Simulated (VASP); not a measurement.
# Y (Immm) in VASP: a series of runs

Y is run at these levels: PBEsol; tasks: single point.

Everything below comes from runs of VASP 6.6.1. Logs are shortened: lines on timing, memory, paths and dates and some standing lists are left out, and cuts for length are marked.

## 1. The cell of the first run

It takes space group Immm (No. 71, orthorhombic). Conventional cell: a = 3.470 Å, b = 3.558 Å, c = 4.970 Å, α = 90.00°, β = 90.00°, γ = 90.00°. Y (site symmetry mmm) has 12 Y at 3.47 to 3.56 Å within 4.6 Å.

## 2. Single point, PBEsol (strain +0.0250 x Voigt [0, 0, 0, 1, 0, 0])

Input file INCAR:

```
ALGO = Fast
EDIFF = 1E-7
ENCUT = 520
GGA = PS
ISIF = 2
ISMEAR = 0
LASPH = True
LCHARG = False
LREAL = False
LWAVE = False
NBANDS = 12
NELM = 100
PREC = Accurate
SIGMA = 0.15
```

Input file KPOINTS:

```
k-points
0
Gamma
  16 16 16
```

Input file POSCAR:

```
Y
1.0
    0.0000000000      2.5160625000      2.5160625000
    2.4850000000      0.0310625000      2.4850000000
    2.4850000000      2.4850000000      0.0310625000
Y
1
Direct
    0.0000000000      0.0000000000      0.0000000000
```

Potentials or basis: VASP PAW PBE potentials, release 64 (Y_sv).

On the command line:

```sh
$ cat potpaw_PBE.64/Y_sv/POTCAR > POTCAR
$ mpirun -np 1 vasp_std > vasp.out
```

OUTCAR:

```text
EDIFF = 1E-7
   ENCUT = 520
   GGA = PS
   ISIF = 2
   ISMEAR = 0
   LASPH = True
   LREAL = False
   NELM = 100
   PREC = Accurate

 ion  position               nearest neighbor table
   1  0.000  0.000  0.000-

  LATTYP: Found a body centered orthorhombic cell.
 ALAT       =     3.4703916937
 B/A-ratio  =     1.0253164557
 C/A-ratio  =     1.4321149999

  Lattice vectors:

 A1 = (  -2.4850000000,   2.4850000000,   0.0310625000)
 A2 = (  -2.4850000000,  -2.4850000000,  -0.0310625000)
 A3 = (   2.4850000000,   0.0310625000,   2.4850000000)

Analysis of symmetry for initial positions (statically):
=====================================================================
 Subroutine PRICEL returns:
 Original cell was already a primitive cell.

 Routine SETGRP: Setting up the symmetry group for a
 body centered orthorhombic supercell.

 Subroutine GETGRP returns: Found  8 space group operations
 (whereof  8 operations were pure point group operations)
 out of a pool of  8 trial point group operations.

The static configuration has the point symmetry D_2h.

Analysis of symmetry for dynamics (positions and initial velocities):
=====================================================================
 Subroutine PRICEL returns:
 Original cell was already a primitive cell.

 Routine SETGRP: Setting up the symmetry group for a
 body centered orthorhombic supercell.

 Subroutine GETGRP returns: Found  8 space group operations
 (whereof  8 operations were pure point group operations)
 out of a pool of  8 trial point group operations.

The dynamic configuration has the point symmetry D_2h.

 Subroutine INISYM returns: Found  8 space group operations
 (whereof  8 operations are pure point group operations),
 and found     1 'primitive' translations

----------------------------------------------------------------------------------------

                                     Primitive cell

  volume of cell :      30.6861

  direct lattice vectors                    reciprocal lattice vectors
     0.000000000  2.516062500  2.516062500    -0.201207243  0.198723203  0.198723203
     2.485000000  0.031062500  2.485000000     0.201207243 -0.203754171  0.203754171
     2.485000000  2.485000000  0.031062500     0.201207243  0.203754171 -0.203754171

  length of vectors
     3.558249711  3.514457978  3.514457978     0.345638797  0.351448259  0.351448259

  position of ions in fractional coordinates (direct lattice)
     0.000000000  0.000000000  0.000000000

  ion indices of the primitive-cell ions
   primitive index   ion index
                 1           1

----------------------------------------------------------------------------------------

 KPOINTS: k-points

Automatic generation of k-mesh.
 Grid dimensions read from file:
 generate k-points for:   16   16   16

 Generating k-lattice:

  Cartesian coordinates                     Fractional coordinates (reciprocal lattice)
    -0.012575453  0.012420200  0.012420200     0.062500000  0.000000000  0.000000000
     0.012575453 -0.012734636  0.012734636     0.000000000  0.062500000 -0.000000000
     0.012575453  0.012734636 -0.012734636     0.000000000  0.000000000  0.062500000

  Length of vectors
     0.021602425  0.021965516  0.021965516

  Shift w.r.t. Gamma in fractional coordinates (k-lattice)
     0.000000000  0.000000000  0.000000000

 Subroutine IBZKPT returns following result:
 ===========================================

 Found    621 irreducible k-points:

 Following reciprocal coordinates:
            Coordinates               Weight
  0.000000  0.000000  0.000000      1.000000
  0.062500  0.000000  0.000000      4.000000
  0.125000  0.000000  0.000000      4.000000
  0.187500  0.000000  0.000000      4.000000
  0.250000  0.000000  0.000000      4.000000
  0.312500 -0.000000 -0.000000      4.000000
[... 16 lines left out ...]
 -0.187500  0.062500 -0.000000      8.000000
 -0.125000  0.062500  0.000000      8.000000
 [... further k-points ...]
   k-points           NKPTS =    621   k-points in BZ     NKDIM =    621   number of bands    NBANDS=     12
   number of dos      NEDOS =    301   number of ions     NIONS =      1
   total plane-waves  NPLWV =  21952
   dimension x,y,z NGX =    28 NGY =   28 NGZ =   28
   dimension x,y,z NGXF=    56 NGYF=   56 NGZF=   56
   ions per type =               1
   NGX,Y,Z   is equivalent  to a cutoff of  13.08, 13.24, 13.24 a.u.
   NGXF,Y,Z  is equivalent  to a cutoff of  26.16, 26.49, 26.49 a.u.
 SYSTEM =  unknown system
   PREC   = accura    normal or accurate (medium, high low for compatibility)
   ISTART =      0    job   : 0-new  1-cont  2-samecut
   ICHARG =      2    charge: 1-file 2-atom 10-const
   ISPIN  =      1    spin polarized calculation?
   LNONCOLLINEAR =      F non collinear calculations
   LSORBIT =      F    spin-orbit coupling
   LASPH  =      T    aspherical Exc in radial PAW
   ENCUT  =  520.0 eV  38.22 Ry    6.18 a.u.   6.62  6.53  6.53*2*pi/ulx,y,z
   NELM   =    100;   NELMIN=  2; NELMDL= -5     # of ELM steps
   EDIFF  = 0.1E-06   stopping-criterion for ELM
   LREAL  =      F    real-space projection
   EDIFFG = 0.1E-05   stopping-criterion for IOM
   NSW    =      0    number of steps for IOM
   IBRION =     -1    ionic relax: 0-MD 1-quasi-New 2-CG
   NFREE  =      0    steps in history (QN), initial steepest desc. (CG)
   ISIF   =      2    stress and relaxation
   ISYM   =      2    0-nonsym 1-usesym 2-fastsym
   POTIM  = 0.5000    time-step for ionic-motion
   TEBEG  =    0.0;   TEEND  =   0.0 temperature during run
   PSTRESS=    0.0 pullay stress
   NELECT =      11.0000    total number of electrons
   NUPDOWN=      -1.0000    fix difference up-down
   EMIN   =  10.00;   EMAX   =-10.00  energy-range for DOS
   EFERMI =   0.00;   METHOD = LEGACY
   ISMEAR =     0;   SIGMA  =   0.15  broadening in eV -4-tet -1-fermi 0-gaus
   EFERMI_NEDOS =   21; number of points for ismear=-14 and -15
   IALGO  =     68    algorithm
   IMIX   =      4    mixing-type and parameters
     AMIX     =   0.40;   BMIX     =  1.00
     AMIX_MAG =   1.60;   BMIX_MAG =  1.00
  volume/ion in A,a.u.               =      30.69       207.08
  Fermi-wavevector in a.u.,A,eV,Ry     =   1.162944  2.197645 18.401031  1.352438
  Thomas-Fermi vector in A             =   2.299499
   LORBIT       =      0    0 simple, 1 ext, 2 COOP (PROOUT), +10 PAW based schemes
   GGA     = PS    functional components
   LHFCALC =     F    Hartree Fock is set to
   AEXX    =    0.0000 exact exchange contribution
   IVDW    =     0    specifies the selected vdW correction
   LEPSILON=     F    determine dielectric tensor
   LRPA    =     F    only Hartree local field effects (RPA)
 non-spin polarized calculation
 RMM-DIIS sequential band-by-band and
 Gauss-broadening in eV      SIGMA  =   0.15
  energy-cutoff  :      520.00
  volume of cell :       30.69
 maximum number of plane-waves:       861
   NGX = 13   NGY = 13   NGZ = 13

 number of electron      11.0000000 magnetization

 Free energy of the ion-electron system (eV)
  ---------------------------------------------------
  ext. energy  EPLUGINS =         0.00000000
  ---------------------------------------------------
  free energy    TOTEN  =        -6.80815675 eV

  energy without entropy =       -6.79221451  energy(sigma->0) =       -6.80018563

 E-fermi :   3.2684     XC(G=0):  -9.8001

 val. band max:        3.2678614791   @ k =  -0.2500   0.2500   0.1250
 cond. band min:       3.2690175007   @ k =  -0.1250  -0.3750   0.1875
 fundamental gap:      0.0011560216
 Fermi energy:         3.2683628387

 k-point     1 :       0.0000    0.0000    0.0000
  band No.  band energies     occupation
      1     -39.1795      2.00000
      2     -18.8581      2.00000
      3     -18.8470      2.00000
      4     -18.8342      2.00000
      5      -1.5891      2.00000
      6       4.9595      0.00000
      7       5.0957      0.00000
      8       5.2595      0.00000
      9       7.2737      0.00000
     10       7.2753      0.00000
     11      12.4194      0.00000
     12      15.6276      0.00000

 k-point     2 :       0.0625    0.0000    0.0000
  band No.  band energies     occupation
      1     -39.1765      2.00000
      2     -18.8825      2.00000
      3     -18.8530      2.00000
      4     -18.8376      2.00000
      5      -1.4862      2.00000
      6       4.8777      0.00000
      7       5.1082      0.00000
      8       5.3077      0.00000
      9       7.2209      0.00000
     10       7.2236      0.00000
     11      12.6559      0.00000
     12      15.2369      0.00000

 k-point     3 :       0.1250    0.0000    0.0000
  band No.  band energies     occupation
      1     -39.1678      2.00000
      2     -18.9594      2.00000
      3     -18.8623      2.00000
      4     -18.8475      2.00000
      5      -1.1883      2.00000
      6       4.6058      0.00000
      7       5.1997      0.00000
      8       5.4265      0.00000
      9       7.1088      0.00000
     10       7.1218      0.00000
     11      13.2556      0.00000
     12      14.4375      0.00000

 k-point     4 :       0.1875    0.0000    0.0000
  band No.  band energies     occupation
      1     -39.1547      2.00000
      2     -19.0732      2.00000
      3     -18.8752      2.00000
      4     -18.8622      2.00000
      5      -0.7292      2.00000
      6       4.2610      0.00000
      7       5.2837      0.00000
      8       5.5270      0.00000
      9       7.0740      0.00000
     10       7.1052      0.00000
     11      13.3083      0.00000
     12      14.4182      0.00000

 k-point     5 :       0.2500    0.0000    0.0000
  band No.  band energies     occupation
      1     -39.1392      2.00000
      2     -19.2044      2.00000
      3     -18.8902      2.00000
      4     -18.8795      2.00000
      5      -0.1696      2.00000
      6       3.9570      0.00000
      7       5.2587      0.00000
      8       5.5025      0.00000
      9       7.2550      0.00000
     10       7.3198      0.00000
     11      12.6441      0.00000
     12      15.0085      0.00000
[... 228 lines left out ...]
      1     -39.1167      2.00000
      2     -19.3692      2.00000
      3     -18.9325      2.00000
      4     -18.9025      2.00000
      5       0.6566      2.00000
      6       3.7143      0.00003
      7       5.0718      0.00000
      8       5.2723      0.00000
      9       7.4913      0.00000
     10       8.3169      0.00000
     11      12.1234      0.00000
     12      14.2946      0.00000

 k-point    22 :      -0.2500    0.0625    0.0000
  band No.  band energies     occupation
      1     -39.1315      2.00000
      2     -19.2508      2.00000
      3     -18.9169      2.00000
      4     -18.8858      2.00000
      5       0.1128      2.00000
      6       3.8386      0.00000
      7       5.2338      0.00000
      8       5.4354      0.00000
      9       7.0032      0.00000
     10       7.8285      0.00000
     11      12.6532      0.00000
     12      15.0895      0.00000

 k-point    23 :      -0.1875    0.0625   -0.0000
  band No.  band energies     occupation
      1     -39.1470      2.00000
      2     -19.1228      2.00000
      3     -18.8987      2.00000
      4     -18.8698      2.00000
      5      -0.4606      2.00000
      6       4.1059      0.00000
      7       5.3266      0.00000
      8       5.5282      0.00000
      9       6.7428      0.00000
     10       7.4624      0.00000
     11      13.3030      0.00000
     12      14.7595      0.00000

 k-point    24 :      -0.1250    0.0625    0.0000
  band No.  band energies     occupation
      1     -39.1609      2.00000
      2     -19.0048      2.00000
      3     -18.8811      2.00000
      4     -18.8567      2.00000
      5      -0.9588      2.00000
      6       4.4468      0.00000
      7       5.2727      0.00000
      8       5.4780      0.00000
      9       6.7907      0.00000
     10       7.2951      0.00000
     11      13.6791      0.00000
     12      14.2766      0.00000

 [... further k-points ...]

------------------------ aborting loop because EDIFF is reached ----------------------------------------

  FORCE on cell =-STRESS in cart. coord.  units (eV):
  Direction    XX          YY          ZZ          XY          YZ          ZX
  --------------------------------------------------------------------------------------
  -------------------------------------------------------------------------------------
  Total        0.0095979      0.0149212      0.0149212      0.0000000     -0.1678483      0.0000000
  in kB        0.5011237      0.7790618      0.7790618      0.0000000     -8.7636731      0.0000000
  external PRESSURE =       0.6864157 kB  Pullay stress =       0.0000000 kB

 VOLUME and BASIS-vectors are now :
 -----------------------------------------------------------------------------
  energy-cutoff  :      520.00
  volume of cell :       30.69
      direct lattice vectors                 reciprocal lattice vectors
     0.000000000  2.516062500  2.516062500    -0.201207243  0.198723203  0.198723203
     2.485000000  0.031062500  2.485000000     0.201207243 -0.203754171  0.203754171
     2.485000000  2.485000000  0.031062500     0.201207243  0.203754171 -0.203754171

 POSITION                                       TOTAL-FORCE (eV/Angst)
 -----------------------------------------------------------------------------------
      0.00000      0.00000      0.00000         0.000000     -0.000000     -0.000000
 -----------------------------------------------------------------------------------
    total drift:                               -0.000000     -0.000000     -0.000000

  FREE ENERGIE OF THE ION-ELECTRON SYSTEM (eV)
  ---------------------------------------------------
  free  energy   TOTEN  =        -6.8081567474 eV

  energy  without entropy=       -6.7922145145  energy(sigma->0) =       -6.80018563
```

Wall time 2.7 min (1 thread of Intel Xeon Platinum 8559C (Emerald Rapids), shared host); peak memory 0.39 GiB.

Results:

```
Free energy            : -6.8082 eV
Pressure               : 0.1 GPa
Band gap on the k mesh : zero (an odd number of electrons rules out a gap without spin polarisation)
```

Caveat: the cell differs from its parent crystal (strain +0.0250 x Voigt [0, 0, 0, 1, 0, 0]); the PAW data sets were made with another functional, which shifts forces and pressure a little.

[end of part 1 of 3]
